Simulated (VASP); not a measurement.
Crystal: HfN.

```xyz
4
Lattice="3.1339 0.0000 0.0000 -1.5670 2.7140 0.0000 0.0000 0.0000 5.4168" Properties=species:S:1:pos:R:3 pbc="T T T"
Hf    1.5670    0.9047    4.0626
Hf    0.0000    1.8094    1.3542
N     0.0000    0.0000    0.0000
N     0.0000    0.0000    2.7084
```

- Program: VASP 6.6.1
- Task: relaxation of cell and atoms
- Functional: PBEsol
- Potentials or basis: VASP PAW PBE potentials, release 64 (Hf_pv, N)
- Cutoff: 600 eV
- k mesh: 8 × 8 × 4
- Occupations: methfessel-paxton, width 0.1 eV
- Spin: no spin polarisation

At the start: pressure -4.3 GPa; volume 11.52 Å³/atom.

How do energy, volume and symmetry change on relaxing?

Over 3 steps the energy falls by 2.4 meV/atom and the volume is 11.34 Å³/atom (-1.5 %); space group P6_3/mmc (No. 194, to 0.05 Å).

Step by step:
| step | energy change (eV) | largest force (eV/Å) | pressure (GPa) | volume (Å³) |
| --- | --- | --- | --- | --- |
| 1 | 0.0000 | 0.0000 | -4.25 | 46.07 |
| 2 | 0.0254 | 0.0000 | 8.81 | 44.06 |
| 3 | -0.0096 | 0.0000 | -0.03 | 45.37 |

Final structure:
```cif
data_structure
_symmetry_space_group_name_H-M 'P 1'
_symmetry_Int_Tables_number 1
_cell_length_a 3.1185
_cell_length_b 3.1185
_cell_length_c 5.3873
_cell_angle_alpha 90.000
_cell_angle_beta 90.000
_cell_angle_gamma 120.000
_cell_volume 45.37
loop_
_atom_site_label
_atom_site_type_symbol
_atom_site_fract_x
_atom_site_fract_y
_atom_site_fract_z
_atom_site_occupancy
Hf1 Hf 0.66667 0.33333 0.75000 1
Hf2 Hf 0.33333 0.66667 0.25000 1
N1 N 0.00000 0.00000 0.00000 1
N2 N 0.00000 0.00000 0.50000 1
```

Caveat: the PAW data sets were made with another functional, which shifts forces and pressure a little.
